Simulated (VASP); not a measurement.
A run of VASP 6.6.1:

INCAR

```
SYSTEM = Cu
ALGO     = Normal         ! electronic algorithm
EDIFF    = 1E-6           ! SCF threshold, eV
ENCUT    = 820            ! plane-wave cutoff, eV
GGA      = PS             ! functional
GGA_COMPAT= .False.      
ISIF     = 2              ! what is computed and relaxed
ISMEAR   = 0              ! smearing method
LASPH    = .True.         ! aspherical terms in the spheres
LCHARG   = .False.        ! write CHGCAR
LREAL    = .False.        ! projectors in reciprocal space
LWAVE    = .False.        ! write WAVECAR
NBANDS   = 16             ! bands
NELM     = 120            ! most SCF steps
PREC     = Accurate       ! precision mode
SIGMA    = 0.15           ! smearing width, eV
```

The input KPOINTS:

```
k-points
0
Gamma
  22 22 22
  0 0 0
```

POSCAR

```
Cu
1.0
    0.0000000000      1.8075000000      1.8075000000
    1.8707625000      0.0000000000      1.8075000000
    1.8707625000      1.8075000000      0.0000000000
Cu
1
Direct
    0.0000000000      0.0000000000      0.0000000000
```

Potentials or basis: VASP PAW PBE potentials, release 64 (Cu_sv_GW).

Launch:

```console
$ cat potpaw_PBE.64/Cu_sv_GW/POTCAR > POTCAR
$ mpirun -np 1 vasp_std > vasp.out
```

Hardware: 1 thread of Intel(R) Xeon(R) 6975P-C (Granite Rapids), on a shared host.

Q: Estimate the wall time of this run.

A: It took 76 s on 1 thread of Intel(R) Xeon(R) 6975P-C (Granite Rapids) (shared host), peak memory 0.47 GiB. Counts: scf iterations 11, k points 834.
